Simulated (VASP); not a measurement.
Write the native input for VASP 6.6.1 that does the following.

```yaml
Task: single point
Functional: PBE
Potentials_or_basis: VASP PAW PBE potentials, release 64 (Ni_sv_GW)
Cutoff: 590 eV
k_mesh: 18 × 18 × 17
Occupations: fermi-dirac, width 0.1 eV
Spin: collinear spin, ferromagnetic start
Starting_moments: "[1.0] μB"
Dipole_correction: no
Second_run: valence_matched
Further_INCAR_settings: ALGO = Normal; EDIFF = 1e-06; NBANDS = 19
```

The structure of Ni lies in POSCAR:

```
Ni
1.0
    2.4129102046      0.0000000000      0.0000000000
   -1.2064551023      2.0896415342      0.0000000000
    0.0000000000      0.0000000000      2.3515256274
Ni
1
Direct
    0.0000000000      0.0000000000      0.0000000000
```

The input as run:

INCAR

```
ALGO = Normal
EDIFF = 1E-6
ENCUT = 590
GGA = PE
GGA_COMPAT = F
ISIF = 2
ISMEAR = -1
ISPIN = 2
LASPH = T
LCHARG = F
LMAXMIX = 4
LORBIT = 11
LREAL = F
LWAVE = F
MAGMOM = 1
NBANDS = 19
NELM = 200
PREC = Accurate
SIGMA = 0.1
```

KPOINTS

```
k-points
0
Gamma
  18 18 17
```

Potentials or basis: VASP PAW PBE potentials, release 64 (Ni_sv_GW).

Launch:

```bash
$ cat potpaw_PBE.64/Ni_sv_GW/POTCAR > POTCAR
$ mpirun -np 1 vasp_std > vasp.out
```

It gave:

| Item | Value |
| --- | --- |
| Pressure | -3.9 GPa |
| Net moment | 0.50 μB per cell |
| Site moments | Ni +0.52 μB |
| Valence electrons inside the program's atomic spheres | Ni 16.35 |

It took 76 s on 1 thread of Intel(R) Xeon(R) 6975P-C (Granite Rapids) (shared host), peak memory 0.27 GiB.
